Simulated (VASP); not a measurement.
# Au (Fd-3m) in VASP: notebook

Au is run at these levels: r2SCAN; tasks: single point, relaxation of cell and atoms.

All numbers are computed with VASP 6.6.1; they aren't measurements. Logs are shortened: lines on timing, memory, paths and dates and some standing lists are left out, and cuts for length are marked.

## 1. The cell of the first run

The structure is cubic, space group Fd-3m (No. 227). Conventional cell: a = 6.073 Å, b = 6.073 Å, c = 6.073 Å, α = 90.00°, β = 90.00°, γ = 90.00°. Au (site symmetry -43m) has 4 Au at 2.63 Å within 3.5 Å.

This isn't the form of Au at room conditions, which is fcc.

## 2. Single point, r2SCAN

Input file POSCAR:

```
Au
1.0
    0.0000000000      3.0364063928      3.0364063928
    3.0364063928      0.0000000000      3.0364063928
    3.0364063928      3.0364063928      0.0000000000
Au
2
Direct
    0.1250000000      0.1250000000      0.1250000000
    0.8750000000      0.8750000000      0.8750000000
```

Input file INCAR.step1:

```
  PREC = Accurate
  ENCUT = 520
  ISMEAR = -1
  SIGMA = 0.1
  LREAL = F
  LASPH = T
  NELM = 60
  NBANDS = 18
  GGA = PE
  ALGO = Normal
  EDIFF = 1E-4
  LWAVE = T
  LCHARG = F
```

Input file INCAR.step2:

```
  PREC = Accurate
  ENCUT = 520
  EDIFF = 1E-7
  ISMEAR = -1
  SIGMA = 0.1
  LREAL = F
  LASPH = T
  NELM = 60
  ALGO = Normal
  ISIF = 2
  LWAVE = F
  LCHARG = F
  METAGGA = R2SCAN
  LMIXTAU = T
  NBANDS = 18
  ISTART = 1
```

Input file KPOINTS:

```
Automatic mesh
0
Gamma
  15 15 15
```

Potentials or basis: VASP PAW PBE potentials, release 64 (Au).

Run with:

```
$ cat potpaw_PBE.64/Au/POTCAR > POTCAR
$ cp INCAR.step1 INCAR
$ mpirun -np 1 vasp_std > vasp.out
$ cp INCAR.step2 INCAR
$ mpirun -np 1 vasp_std > vasp.out
```

OUTCAR:

```text
PREC = Accurate
   ENCUT = 520
   EDIFF = 1E-7
   ISMEAR = -1
   LREAL = F
   LASPH = T
   NELM = 60
   ISIF = 2
   METAGGA = R2SCAN
   ISTART = 1

 ion  position               nearest neighbor table
   1  0.125  0.125  0.125-   2 2.63   2 2.63   2 2.63   2 2.63
   2  0.875  0.875  0.875-   1 2.63   1 2.63   1 2.63   1 2.63

  LATTYP: Found a face centered cubic cell.
 ALAT       =     6.0728127856

  Lattice vectors:

 A1 = (   0.0000000000,   3.0364063928,   3.0364063928)
 A2 = (   3.0364063928,   0.0000000000,   3.0364063928)
 A3 = (   3.0364063928,   3.0364063928,   0.0000000000)

Analysis of symmetry for initial positions (statically):
=====================================================================
 Subroutine PRICEL returns:
 Original cell was already a primitive cell.

 Routine SETGRP: Setting up the symmetry group for a
 face centered cubic supercell.

 Subroutine GETGRP returns: Found 48 space group operations
 (whereof 12 operations were pure point group operations)
 out of a pool of 48 trial point group operations.

The static configuration has the point symmetry D_3d.
 The point group associated with its full space group is O_h .

Analysis of symmetry for dynamics (positions and initial velocities):
=====================================================================
 Subroutine PRICEL returns:
 Original cell was already a primitive cell.

 Routine SETGRP: Setting up the symmetry group for a
 face centered cubic supercell.

 Subroutine GETGRP returns: Found 48 space group operations
 (whereof 12 operations were pure point group operations)
 out of a pool of 48 trial point group operations.

The dynamic configuration has the point symmetry D_3d.
 The point group associated with its full space group is O_h .

 Subroutine INISYM returns: Found 48 space group operations
 (whereof 12 operations are pure point group operations),
 and found     1 'primitive' translations

----------------------------------------------------------------------------------------

                                     Primitive cell

  volume of cell :      55.9899

  direct lattice vectors                    reciprocal lattice vectors
     0.000000000  3.036406393  3.036406393    -0.164668340  0.164668340  0.164668340
     3.036406393  0.000000000  3.036406393     0.164668340 -0.164668340  0.164668340
     3.036406393  3.036406393  0.000000000     0.164668340  0.164668340 -0.164668340

  length of vectors
     4.294127102  4.294127102  4.294127102     0.285213931  0.285213931  0.285213931

  position of ions in fractional coordinates (direct lattice)
     0.125000000  0.125000000  0.125000000
     0.875000000  0.875000000  0.875000000

  ion indices of the primitive-cell ions
   primitive index   ion index
                 1           1
                 2           2

----------------------------------------------------------------------------------------

 KPOINTS: Automatic mesh

Automatic generation of k-mesh.
 Grid dimensions read from file:
 generate k-points for:   15   15   15

 Generating k-lattice:

  Cartesian coordinates                     Fractional coordinates (reciprocal lattice)
    -0.010977889  0.010977889  0.010977889     0.066666667  0.000000000  0.000000000
     0.010977889 -0.010977889  0.010977889     0.000000000  0.066666667  0.000000000
     0.010977889  0.010977889 -0.010977889     0.000000000  0.000000000  0.066666667

  Length of vectors
     0.019014262  0.019014262  0.019014262

  Shift w.r.t. Gamma in fractional coordinates (k-lattice)
     0.000000000  0.000000000  0.000000000

 Subroutine IBZKPT returns following result:
 ===========================================

 Found    120 irreducible k-points:

 Following reciprocal coordinates:
            Coordinates               Weight
  0.000000  0.000000  0.000000      1.000000
  0.066667  0.000000  0.000000      8.000000
  0.133333  0.000000  0.000000      8.000000
  0.200000  0.000000  0.000000      8.000000
  0.266667  0.000000  0.000000      8.000000
  0.333333  0.000000  0.000000      8.000000
[... 16 lines left out ...]
  0.133333  0.133333  0.000000      6.000000
  0.200000  0.133333  0.000000     24.000000
 [... further k-points ...]
   k-points           NKPTS =    120   k-points in BZ     NKDIM =    120   number of bands    NBANDS=     18
   number of dos      NEDOS =    301   number of ions     NIONS =      2
   total plane-waves  NPLWV =  32768
   dimension x,y,z NGX =    32 NGY =   32 NGZ =   32
   dimension x,y,z NGXF=    64 NGYF=   64 NGZF=   64
   ions per type =               2
   NGX,Y,Z   is equivalent  to a cutoff of  12.39, 12.39, 12.39 a.u.
   NGXF,Y,Z  is equivalent  to a cutoff of  24.78, 24.78, 24.78 a.u.
 SYSTEM =  unknown system
   PREC   = accura    normal or accurate (medium, high low for compatibility)
   ISTART =      1    job   : 0-new  1-cont  2-samecut
   ICHARG =      0    charge: 1-file 2-atom 10-const
   ISPIN  =      1    spin polarized calculation?
   LNONCOLLINEAR =      F non collinear calculations
   LSORBIT =      F    spin-orbit coupling
   LASPH  =      T    aspherical Exc in radial PAW
   ENCUT  =  520.0 eV  38.22 Ry    6.18 a.u.   7.98  7.98  7.98*2*pi/ulx,y,z
   NELM   =     60;   NELMIN=  2; NELMDL=  0     # of ELM steps
   EDIFF  = 0.1E-06   stopping-criterion for ELM
   LREAL  =      F    real-space projection
   EDIFFG = 0.1E-05   stopping-criterion for IOM
   NSW    =      0    number of steps for IOM
   IBRION =     -1    ionic relax: 0-MD 1-quasi-New 2-CG
   NFREE  =      0    steps in history (QN), initial steepest desc. (CG)
   ISIF   =      2    stress and relaxation
   ISYM   =      2    0-nonsym 1-usesym 2-fastsym
   POTIM  = 0.5000    time-step for ionic-motion
   TEBEG  =    0.0;   TEEND  =   0.0 temperature during run
   PSTRESS=    0.0 pullay stress
   NELECT =      22.0000    total number of electrons
   NUPDOWN=      -1.0000    fix difference up-down
   EMIN   =  10.00;   EMAX   =-10.00  energy-range for DOS
   EFERMI =   0.00;   METHOD = LEGACY
   ISMEAR =    -1;   SIGMA  =   0.10  broadening in eV -4-tet -1-fermi 0-gaus
   EFERMI_NEDOS =   21; number of points for ismear=-14 and -15
   IALGO  =     38    algorithm
   IMIX   =      4    mixing-type and parameters
     AMIX     =   0.40;   BMIX     =  1.00
     AMIX_MAG =   1.60;   BMIX_MAG =  1.00
  volume/ion in A,a.u.               =      27.99       188.92
  Fermi-wavevector in a.u.,A,eV,Ry     =   1.199074  2.265920 19.562149  1.437777
  Thomas-Fermi vector in A             =   2.334946
   LORBIT       =      0    0 simple, 1 ext, 2 COOP (PROOUT), +10 PAW based schemes
   METAGGA = R2SCAN    functional components
   LHFCALC =     F    Hartree Fock is set to
   AEXX    =    0.0000 exact exchange contribution
   IVDW    =     0    specifies the selected vdW correction
   LEPSILON=     F    determine dielectric tensor
   LRPA    =     F    only Hartree local field effects (RPA)
 non-spin polarized calculation
  energy-cutoff  :      520.00
  volume of cell :       55.99
 maximum number of plane-waves:      1527
   NGX = 15   NGY = 15   NGZ = 15

 number of electron      22.0000004 magnetization

 Free energy of the ion-electron system (eV)
  ---------------------------------------------------
  ext. energy  EPLUGINS =         0.00000000
  ---------------------------------------------------
  free energy    TOTEN  =       -99.61441489 eV

  energy without entropy =      -99.59048427  energy(sigma->0) =      -99.60244958

 E-fermi :   3.0247     XC(G=0): -10.1754

 val. band max:        2.9883604427   @ k =  -0.3333   0.4667   0.2000
 cond. band min:       3.1083469529   @ k =  -0.4000   0.2667   0.0667
 fundamental gap:      0.1199865101
 Fermi energy:         3.0246896242

 k-point     1 :       0.0000    0.0000    0.0000
  band No.  band energies     occupation
      1      -3.2979      2.00000
      2      -1.4473      2.00000
      3      -1.4473      2.00000
      4      -1.4265      2.00000
      5      -1.4265      2.00000
      6      -1.4265      2.00000
[... 10 lines left out ...]
     17      14.1957      0.00000
     18      14.1957      0.00000

 k-point     2 :       0.0667    0.0000    0.0000
  band No.  band energies     occupation
      1      -3.2429      2.00000
      2      -1.5360      2.00000
      3      -1.5360      2.00000
      4      -1.4308      2.00000
      5      -1.3216      2.00000
      6      -1.3216      2.00000
[... 10 lines left out ...]
     17      14.5563      0.00000
     18      14.5563      0.00000

 k-point     3 :       0.1333    0.0000    0.0000
  band No.  band energies     occupation
      1      -3.0833      2.00000
      2      -1.6074      2.00000
      3      -1.6074      2.00000
      4      -1.4424      2.00000
      5      -1.2075      2.00000
      6      -1.2075      2.00000
[... 10 lines left out ...]
     17      15.0844      0.00000
     18      15.0844      0.00000

 k-point     4 :       0.2000    0.0000    0.0000
  band No.  band energies     occupation
      1      -2.8384      2.00000
      2      -1.6466      2.00000
      3      -1.6466      2.00000
      4      -1.4587      2.00000
      5      -1.1162      2.00000
      6      -1.1162      2.00000
[... 375 lines left out ...]
      4      -1.4365      2.00000
      5      -1.3020      2.00000
      6      -1.2032      2.00000
[... 10 lines left out ...]
     17      14.3666      0.00000
     18      15.1951      0.00000

 k-point    23 :       0.1333    0.1333    0.0000
  band No.  band energies     occupation
      1      -3.0077      2.00000
      2      -1.7518      2.00000
      3      -1.4423      2.00000
      4      -1.4423      2.00000
      5      -1.3269      2.00000
      6      -1.0560      2.00000
[... 10 lines left out ...]
     17      15.9495      0.00000
     18      16.1126      0.00000

 k-point    24 :       0.2000    0.1333    0.0000
  band No.  band energies     occupation
      1      -2.8205      2.00000
      2      -1.8051      2.00000
      3      -1.4736      2.00000
      4      -1.4561      2.00000
      5      -1.2379      2.00000
      6      -0.9555      2.00000
[... 10 lines left out ...]
     17      15.7948      0.00000
     18      16.4934      0.00000

 [... further k-points ...]
[... 5 lines left out ...]
  --------------------------------------------------------------------------------------
  -------------------------------------------------------------------------------------
  Total        0.0642673      0.0642673      0.0642673     -0.0000000     -0.0000000      0.0000000
  in kB        1.8390393      1.8390393      1.8390393     -0.0000000     -0.0000000      0.0000000
  external PRESSURE =       1.8390393 kB  Pullay stress =       0.0000000 kB

 VOLUME and BASIS-vectors are now :
 -----------------------------------------------------------------------------
  energy-cutoff  :      520.00
  volume of cell :       55.99
      direct lattice vectors                 reciprocal lattice vectors
     0.000000000  3.036406393  3.036406393    -0.164668340  0.164668340  0.164668340
     3.036406393  0.000000000  3.036406393     0.164668340 -0.164668340  0.164668340
     3.036406393  3.036406393  0.000000000     0.164668340  0.164668340 -0.164668340

 POSITION                                       TOTAL-FORCE (eV/Angst)
 -----------------------------------------------------------------------------------
      0.75910      0.75910      0.75910         0.000000      0.000000     -0.000000
      5.31371      5.31371      5.31371        -0.000000     -0.000000      0.000000
 -----------------------------------------------------------------------------------
    total drift:                                0.000000      0.000000     -0.000000

  FREE ENERGIE OF THE ION-ELECTRON SYSTEM (eV)
  ---------------------------------------------------
  free  energy   TOTEN  =       -99.6144148873 eV

  energy  without entropy=      -99.5904842709  energy(sigma->0) =      -99.60244958
```

Run time: 11 min. Hardware: 1 thread of AMD EPYC, shared host; peak memory 0.22 GiB.

What came out:

```yaml
Free_energy: -99.6144 eV
Pressure: 0.2 GPa
Band_gap_on_the_k_mesh: zero (bands 11 and 12 overlap by 0.63 eV)
```

Levels at points of the mesh, in eV from the Fermi level:
```
           k point  band 9  band 10  band 11  band 12  band 13  band 14
(0.00, 0.00, 0.00)   -2.49    -1.44    -1.44     9.12    10.13    10.15
```

Caveat: the PAW data sets were made with another functional, which shifts forces and pressure a little; spin-orbit coupling is left out, which moves the levels of the heavy elements.

## 3. Relaxation of cell and atoms, r2SCAN

This run uses another cell than the first one, of 22.89 Å³/atom.

Input file POSCAR:

```
Au
1.0
    0.0000000000      2.8394269867      2.8394269867
    2.8394269867      0.0000000000      2.8394269867
    2.8394269867      2.8394269867      0.0000000000
Au
2
Direct
    0.1250000000      0.1250000000      0.1250000000
    0.8750000000      0.8750000000      0.8750000000
```

Input file INCAR.step1:

```
PREC = Accurate ; ENCUT = 600
ISMEAR = -1 ; SIGMA = 0.1
LREAL = False ; LASPH = True
NELM = 60 ; GGA = PE
ALGO = Normal ; EDIFF = 1E-4
LWAVE = True ; LCHARG = False
```

Input file INCAR.step2:

```
PREC = Accurate ; ENCUT = 600
EDIFF = 1E-6 ; ISMEAR = -1
SIGMA = 0.1 ; LREAL = False
LASPH = True ; NELM = 60
ALGO = Normal ; ISIF = 3
LWAVE = False ; LCHARG = False
METAGGA = R2SCAN ; LMIXTAU = True
IBRION = 2 ; NSW = 80
EDIFFG = -0.01 ; ISTART = 1
```

Input file KPOINTS:

```
regular mesh
0
Gamma
  10 10 10
```

Potentials or basis: VASP PAW PBE potentials, release 64 (Au).

Run with:

```
$ cat potpaw_PBE.64/Au/POTCAR > POTCAR
$ cp INCAR.step1 INCAR
$ mpirun -np 1 vasp_std > vasp.out
$ cp INCAR.step2 INCAR
$ mpirun -np 1 vasp_std > vasp.out
```

Run time: 15 min. Hardware: 1 thread of AMD EPYC, shared host; peak memory 0.19 GiB.

It converged, with:

```yaml
Free_energy: -99.6123 eV
Relaxed_volume: 28.04 Å³/atom
Relaxed_cell: a = 4.296 Å, b = 4.296 Å, c = 4.296 Å, α = 60.00°, β = 60.00°, γ = 60.00°
Space_group_after_relaxing_to_0.1_Å: Fd-3m (No. 227)
Energy_gained_by_relaxing: 303.6 meV/atom
Ionic_steps: 5
Pressure_after_relaxing: 0.0 GPa
Band_gap_on_the_k_mesh: zero (bands 11 and 12 overlap by 0.70 eV)
```

Step by step:
| step | energy change (eV) | largest force (eV/Å) | pressure (GPa) | volume (Å³) |
| --- | --- | --- | --- | --- |
| 1 | 0.0000 | 0.0000 | 23.51 | 45.78 |
| 2 | -0.1028 | 0.0000 | -7.71 | 71.84 |
| 3 | -0.6063 | 0.0000 | -0.53 | 56.62 |
| 4 | -0.6071 | 0.0000 | -0.19 | 56.31 |
| 5 | -0.6072 | 0.0000 | 0.04 | 56.08 |

Final structure:
```
CELL_PARAMETERS angstrom
0.00000 3.03807 3.03807
3.03807 0.00000 3.03807
3.03807 3.03807 0.00000
ATOMIC_POSITIONS crystal
Au 0.12500 0.12500 0.12500
Au 0.87500 0.87500 0.87500
```

Levels at points of the mesh, in eV from the Fermi level:
```tsv
k point	band 7	band 8	band 9	band 10	band 11	band 12	band 13	band 14	band 15
(0.00, 0.00, 0.00)	-2.48	-2.48	-2.48	-1.44	-1.44	9.11	10.14	10.14	10.14
(0.50, 0.00, 0.00)	-2.25	-2.25	-1.56	-1.56	-0.87	-0.42	7.15	7.15	9.27
(0.50, 0.50, 0.00)	-3.02	-3.02	-1.38	-1.38	0.26	0.26	3.94	3.94	8.30
```

Caveat: the volume moved by over 15 % at a fixed basis, so the end points are rough; the PAW data sets were made with another functional, which shifts forces and pressure a little; spin-orbit coupling is left out, which moves the levels of the heavy elements.
